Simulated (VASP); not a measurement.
# V (Fm-3m) in VASP: single point with PBE

Aim: the single point of V with PBE.

Everything below comes from runs of VASP 6.6.1. Logs are shortened: lines on timing, memory, paths and dates and some standing lists are left out, and cuts for length are marked.

## (1) The cell of the first run

Symmetry: Fm-3m, No. 225, cubic system. Conventional cell: a = 3.790 Å, b = 3.790 Å, c = 3.790 Å, α = 90.00°, β = 90.00°, γ = 90.00°. V (site symmetry m-3m) has 12 V at 2.68 Å within 3.5 Å.

This isn't the form of V at room conditions, which is bcc.

## (2) Single point, PBE, non-collinear spin, typed start, spin-orbit coupling

Contents of INCAR:

```
SYSTEM = V
PREC = Accurate
ENCUT = 520
EDIFF = 1E-6
ISMEAR = -1
SIGMA = 0.05
LREAL = .False.
LASPH = .True.
NELM = 150
ALGO = Normal
ISIF = 2
LWAVE = .False.
LCHARG = .True.
MAGMOM = 0 0 1.5
LORBIT = 11
LSORBIT = .True.
GGA_COMPAT = .False.
LORBMOM = .True.
LMAXMIX = 4
GGA = PE
LVHAR = .True.
NBANDS = 24
```

Contents of KPOINTS:

```
regular mesh
0
Gamma
  16 16 16
  0 0 0
```

Contents of POSCAR:

```
V
1.0
    0.0000000000      1.8950000000      1.8950000000
    1.8950000000      0.0000000000      1.8950000000
    1.8950000000      1.8950000000      0.0000000000
V
1
Direct
    0.0000000000      0.0000000000      0.0000000000
```

Potentials or basis: VASP PAW PBE potentials, release 64 (V_sv).

On the command line:

```console
cat potpaw_PBE.64/V_sv/POTCAR > POTCAR
mpirun -np 1 vasp_ncl > vasp.out
```

OUTCAR:

```text
SYSTEM = V
   PREC = Accurate
   ENCUT = 520
   EDIFF = 1E-6
   ISMEAR = -1
   LREAL = .False.
   LASPH = .True.
   NELM = 150
   ISIF = 2
   LORBIT = 11
   LSORBIT = .True.
   GGA = PE

 ion  position               nearest neighbor table
   1  0.000  0.000  0.000-

  LATTYP: Found a face centered cubic cell.
 ALAT       =     3.7900000000

  Lattice vectors:

 A1 = (   0.0000000000,   1.8950000000,   1.8950000000)
 A2 = (   1.8950000000,   0.0000000000,   1.8950000000)
 A3 = (   1.8950000000,   1.8950000000,   0.0000000000)

Analysis of symmetry for initial positions (statically):
=====================================================================
 Subroutine PRICEL returns:
 Original cell was already a primitive cell.

 Routine SETGRP: Setting up the symmetry group for a
 face centered cubic supercell.

 Subroutine GETGRP returns: Found 48 space group operations
 (whereof 48 operations were pure point group operations)
 out of a pool of 48 trial point group operations.

The static configuration has the point symmetry O_h .

Analysis of symmetry for dynamics (positions and initial velocities):
=====================================================================
 Subroutine PRICEL returns:
 Original cell was already a primitive cell.

 Routine SETGRP: Setting up the symmetry group for a
 face centered cubic supercell.

 Subroutine GETGRP returns: Found 48 space group operations
 (whereof 48 operations were pure point group operations)
 out of a pool of 48 trial point group operations.

The dynamic configuration has the point symmetry O_h .

Analysis of structural, dynamic, and magnetic symmetry:
=====================================================================
 Subroutine PRICEL returns:
 Original cell was already a primitive cell.

 Routine SETGRP: Setting up the symmetry group for a
 face centered cubic supercell.

 Subroutine GETGRP returns: Found  8 space group operations
 (whereof  8 operations were pure point group operations)
 out of a pool of 48 trial point group operations.

The overall configuration has the point symmetry C_4h.

 Subroutine INISYM returns: Found  8 space group operations
 (whereof  8 operations are pure point group operations),
 and found     1 'primitive' translations

----------------------------------------------------------------------------------------

                                     Primitive cell

  volume of cell :      13.6100

  direct lattice vectors                    reciprocal lattice vectors
     0.000000000  1.895000000  1.895000000    -0.263852243  0.263852243  0.263852243
     1.895000000  0.000000000  1.895000000     0.263852243 -0.263852243  0.263852243
     1.895000000  1.895000000  0.000000000     0.263852243  0.263852243 -0.263852243

  length of vectors
     2.679934701  2.679934701  2.679934701     0.457005490  0.457005490  0.457005490

  position of ions in fractional coordinates (direct lattice)
     0.000000000  0.000000000  0.000000000

  ion indices of the primitive-cell ions
   primitive index   ion index
                 1           1

----------------------------------------------------------------------------------------

 KPOINTS: regular mesh

Automatic generation of k-mesh.
 Grid dimensions read from file:
 generate k-points for:   16   16   16

 Generating k-lattice:

  Cartesian coordinates                     Fractional coordinates (reciprocal lattice)
    -0.016490765  0.016490765  0.016490765     0.062500000  0.000000000  0.000000000
     0.016490765 -0.016490765  0.016490765     0.000000000  0.062500000  0.000000000
     0.016490765  0.016490765 -0.016490765     0.000000000  0.000000000  0.062500000

  Length of vectors
     0.028562843  0.028562843  0.028562843

  Shift w.r.t. Gamma in fractional coordinates (k-lattice)
     0.000000000  0.000000000  0.000000000

 Subroutine IBZKPT returns following result:
 ===========================================

[... 46 lines left out ...]
   NELM   =    150;   NELMIN=  2; NELMDL= -5     # of ELM steps
   EDIFF  = 0.1E-05   stopping-criterion for ELM
   LREAL  =      F    real-space projection
   EDIFFG = 0.1E-04   stopping-criterion for IOM
   NSW    =      0    number of steps for IOM
   IBRION =     -1    ionic relax: 0-MD 1-quasi-New 2-CG
   NFREE  =      0    steps in history (QN), initial steepest desc. (CG)
   ISIF   =      2    stress and relaxation
   ISYM   =      2    0-nonsym 1-usesym 2-fastsym
   POTIM  = 0.5000    time-step for ionic-motion
   TEBEG  =    0.0;   TEEND  =   0.0 temperature during run
   PSTRESS=    0.0 pullay stress
   NELECT =      13.0000    total number of electrons
   NUPDOWN=      -1.0000    fix difference up-down
   EMIN   =  10.00;   EMAX   =-10.00  energy-range for DOS
   EFERMI =   0.00;   METHOD = LEGACY
   ISMEAR =    -1;   SIGMA  =   0.05  broadening in eV -4-tet -1-fermi 0-gaus
   EFERMI_NEDOS =   21; number of points for ismear=-14 and -15
   IALGO  =     38    algorithm
   IMIX   =      4    mixing-type and parameters
     AMIX     =   0.40;   BMIX     =  1.00
     AMIX_MAG =   1.60;   BMIX_MAG =  1.00
  volume/ion in A,a.u.               =      13.61        91.84
  Fermi-wavevector in a.u.,A,eV,Ry     =   1.612266  3.046741 35.367013  2.599402
  Thomas-Fermi vector in A             =   2.707524
   LORBIT       =     11    0 simple, 1 ext, 2 COOP (PROOUT), +10 PAW based schemes
   GGA     = PE    functional components
   LHFCALC =     F    Hartree Fock is set to
   AEXX    =    0.0000 exact exchange contribution
   IVDW    =     0    specifies the selected vdW correction
   LEPSILON=     F    determine dielectric tensor
   LRPA    =     F    only Hartree local field effects (RPA)
  energy-cutoff  :      520.00
  volume of cell :       13.61
 maximum number of plane-waves:       760
   NGX =  9   NGY =  9   NGZ =  9

 number of electron      13.0000007 magnetization      -0.0000000     -0.0000000     -0.0074308

 number of electron      13.0000007 magnetization       0.0000000      0.0000000      0.0010397

 number of electron      13.0000007 magnetization       0.0000000     -0.0000000      0.0010015

 number of electron      13.0000007 magnetization      -0.0000000     -0.0000000      0.0010015

 Free energy of the ion-electron system (eV)
  ---------------------------------------------------
  ext. energy  EPLUGINS =         0.00000000
  ---------------------------------------------------
  free energy    TOTEN  =        -8.76118275 eV

  energy without entropy =       -8.74690624  energy(sigma->0) =       -8.75404450

 E-fermi :   9.8967     XC(G=0): -12.8513

 val. band max:        9.8922757034   @ k =   0.3750   0.1250   0.0000
 cond. band min:       9.9146524503   @ k =   0.5000   0.0000   0.0000
 fundamental gap:      0.0223767468
 Fermi energy:         9.8966870858

 k-point     1 :       0.0000    0.0000    0.0000
  band No.  band energies     occupation
      1     -54.1598      1.00000
      2     -54.1588      1.00000
      3     -28.0469      1.00000
      4     -28.0466      1.00000
      5     -27.2052      1.00000
      6     -27.2049      1.00000
[... 637 lines left out ...]
     23      27.4874      0.00000
     24      27.4880      0.00000

 [... further k-points ...]

------------------------ aborting loop because EDIFF is reached ----------------------------------------

  FORCE on cell =-STRESS in cart. coord.  units (eV):
  Direction    XX          YY          ZZ          XY          YZ          ZX
  --------------------------------------------------------------------------------------
  -------------------------------------------------------------------------------------
  Total        0.3513170      0.3513170      0.3512794     -0.0000000     -0.0000000      0.0000000
  in kB       41.3572984     41.3572984     41.3528711     -0.0000056     -0.0000000      0.0000000
  external PRESSURE =      41.3558226 kB  Pullay stress =       0.0000000 kB

 VOLUME and BASIS-vectors are now :
 -----------------------------------------------------------------------------
  energy-cutoff  :      520.00
  volume of cell :       13.61
      direct lattice vectors                 reciprocal lattice vectors
     0.000000000  1.895000000  1.895000000    -0.263852243  0.263852243  0.263852243
     1.895000000  0.000000000  1.895000000     0.263852243 -0.263852243  0.263852243
     1.895000000  1.895000000  0.000000000     0.263852243  0.263852243 -0.263852243

 POSITION                                       TOTAL-FORCE (eV/Angst)
 -----------------------------------------------------------------------------------
      0.00000      0.00000      0.00000         0.000000      0.000000      0.000000
 -----------------------------------------------------------------------------------
    total drift:                                0.000000     -0.000000      0.000000

  FREE ENERGIE OF THE ION-ELECTRON SYSTEM (eV)
  ---------------------------------------------------
  free  energy   TOTEN  =        -8.7611827462 eV

  energy  without entropy=       -8.7469062438  energy(sigma->0) =       -8.75404450

 orbital moment (x)

 # of ion     p       d       tot
 ----------------------------------------
  1         0.000  -0.000  -0.000
 ----------------------------------------
            0.000  -0.000  -0.000

 orbital moment (y)

 # of ion     p       d       tot
 ----------------------------------------
  1         0.000  -0.000  -0.000
 ----------------------------------------
            0.000  -0.000  -0.000

 orbital moment (z)

 # of ion     p       d       tot
 ----------------------------------------
  1        -0.000  -0.000  -0.000
 ----------------------------------------
           -0.000  -0.000  -0.000

 Spin-Orbit-Coupling matrix elements

 Ion:    1  E_soc:     -0.0176550
 l=   1
     0.0000000    -0.0025693    -0.0025693
    -0.0025693     0.0000000    -0.0025693
    -0.0025693    -0.0025693     0.0000000
 l=   2
     0.0000000    -0.0000956     0.0000000    -0.0000956    -0.0002776
    -0.0000956     0.0000000    -0.0002082    -0.0000956    -0.0000694
     0.0000000    -0.0002082     0.0000000    -0.0002082     0.0000000
    -0.0000956    -0.0000956    -0.0002082     0.0000000    -0.0000694
    -0.0002776    -0.0000694     0.0000000    -0.0000694     0.0000000
 l=   3
     0.0000000     0.0000000     0.0000000     0.0000000     0.0000000     0.0000000     0.0000000
     0.0000000     0.0000000     0.0000000     0.0000000     0.0000000     0.0000000     0.0000000
     0.0000000     0.0000000     0.0000000     0.0000000     0.0000000     0.0000000     0.0000000
     0.0000000     0.0000000     0.0000000     0.0000000     0.0000000     0.0000000     0.0000000
     0.0000000     0.0000000     0.0000000     0.0000000     0.0000000     0.0000000     0.0000000
     0.0000000     0.0000000     0.0000000     0.0000000     0.0000000     0.0000000     0.0000000
     0.0000000     0.0000000     0.0000000     0.0000000     0.0000000     0.0000000     0.0000000

 total charge

# of ion       s       p       d       tot
------------------------------------------
    1        2.347   6.232   3.046  11.625

 magnetization (x)

# of ion       s       p       d       tot
------------------------------------------
    1        0.000   0.000   0.000   0.000

 magnetization (y)

# of ion       s       p       d       tot
------------------------------------------
    1        0.000   0.000   0.000   0.000

 magnetization (z)

# of ion       s       p       d       tot
------------------------------------------
    1        0.000   0.000   0.001   0.001
```

Run time: 2.8 min. Hardware: 1 thread of Intel Xeon 6975P-C (Granite Rapids), shared host; peak memory 0.35 GiB.

Results:

```
Free energy                                           : -8.7612 eV
Pressure                                              : 4.1 GPa
Net moment                                            : 0.00 μB per cell
Valence electrons inside the program's atomic spheres : V 11.62
```

Moments on the atoms (μB; x, y, z):
```
V   0.00 0.00 0.00
```

Caveat: the cell stands under pressure.
